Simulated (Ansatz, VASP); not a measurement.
## HC12: VASP beside Ansatz

Contents of INCAR:

```
SYSTEM = HC12
PREC = Accurate ; ENCUT = 520
EDIFF = 1E-6 ; ISMEAR = 0
SIGMA = 0.05 ; LREAL = .False.
LASPH = .True. ; NELM = 150
ALGO = Normal ; ISIF = 2
LWAVE = .False. ; LCHARG = .False.
ISPIN = 2 ; MAGMOM = 0 0 0 0 0 0 0 0 0 0 0 0 1
LORBIT = 11 ; LDIPOL = .True.
IDIPOL = 3 ; DIPOL = 0.5 0.5 0.302
GGA = PE ; IVDW = 12
NBANDS = 40 ; KPAR = 4
```

The input KPOINTS:

```
regular mesh
0
Gamma
  6 7 1
  0 0 0
```

File POSCAR:

```
HC12
1.0
    4.9311586502      0.0000000000      0.0000000000
    0.0000000000      4.0098697767      0.0000000000
    0.0000000000      0.0000000000     21.6014232414
C H
12 1
Direct
    0.2500000000      0.3776970832      0.1851729840
    0.7500000000      0.3776970832      0.1851729840
    0.0000000000      0.4720802753      0.2130426460
    0.5000000000      0.4720802753      0.2130426460
    0.0000000000      0.6609562027      0.2688143161
    0.5000000000      0.6609562027      0.2688143161
    0.2500000000      0.7503681903      0.2962457608
    0.7500000000      0.7503681903      0.2962457608
    0.2500000000      0.9412921293      0.3552728042
    0.7500000000      0.9412921293      0.3552728042
    0.0000000000      0.0234303656      0.3796705036
    0.5000000000      0.0234303656      0.3796705036
    0.1666666667      0.5234303656      0.5231795662
```

Input for Ansatz:

```yaml
crystal:
  lattice:
    - [4.9311586502, 0.0, 0.0]
    - [0.0, 4.0098697767, 0.0]
    - [0.0, 0.0, 21.6014232414]
  atoms:
    - { symbol: C, position: [0.25, 0.3776970832, 0.185172984] }
    - { symbol: C, position: [0.75, 0.3776970832, 0.185172984] }
    - { symbol: C, position: [0.0, 0.4720802753, 0.213042646] }
    - { symbol: C, position: [0.5, 0.4720802753, 0.213042646] }
    - { symbol: C, position: [0.0, 0.6609562027, 0.2688143161] }
    - { symbol: C, position: [0.5, 0.6609562027, 0.2688143161] }
    - { symbol: C, position: [0.25, 0.7503681903, 0.2962457608] }
    - { symbol: C, position: [0.75, 0.7503681903, 0.2962457608] }
    - { symbol: C, position: [0.25, 0.9412921293, 0.3552728042] }
    - { symbol: C, position: [0.75, 0.9412921293, 0.3552728042] }
    - { symbol: C, position: [0.0, 0.0234303656, 0.3796705036] }
    - { symbol: C, position: [0.5, 0.0234303656, 0.3796705036] }
    - { symbol: H, position: [0.1666666667, 0.5234303656, 0.5231795662], spin: 1.0 }
basis:
  ecutwfc: 420
kpoints:
  mp_grid: { grid: [6, 7, 1] }
hamiltonian:
  xc: pbe
  pseudopotentials: { kind: paw, azcp: { folder: soft_1 } }
  dispersion: d3bj
scf:
  occupations: { method: gaussian, width: 0.05 }
output:
  forces: true
  eigenvalues: true
  populations: true
magnetization:
  spin_polarized: true
efield:
  axis: 3
  dipole_correction: true
  ramp_width: 0.04
```

Alike in both runs: task single point; functional PBE; dispersion D3(BJ); k mesh 6 × 7 × 1; occupations gaussian, width 0.05 eV; collinear spin.

|  | VASP | Ansatz |
| --- | --- | --- |
| version | VASP 6.6.1 | Ansatz 0.2.0 |
| potentials or method | VASP PAW PBE potentials, release 64 (C, H), cutoff 520 eV | scalar-relativistic, plane waves, PAW |
| valence electrons in the cell | 49 | 49 |

```tsv
	VASP	Ansatz	Ansatz less VASP
gap on the k mesh at the Fermi level (eV)	0.04	0.61	+0.578
least direct gap on the mesh (eV)	0.07	0.63	+0.565
rms of the force components (eV/Å)	0.903	1.065	+0.1625
net moment per atom (μB)	0.08	0.08	-0.001
size of the moment on the site where the two differ most (μB)	0.38	0.93	+0.557
```

Site moments also hang on the region over which each program counts them. Atom by atom the forces differ by 0.282 eV/Å (rms over components).
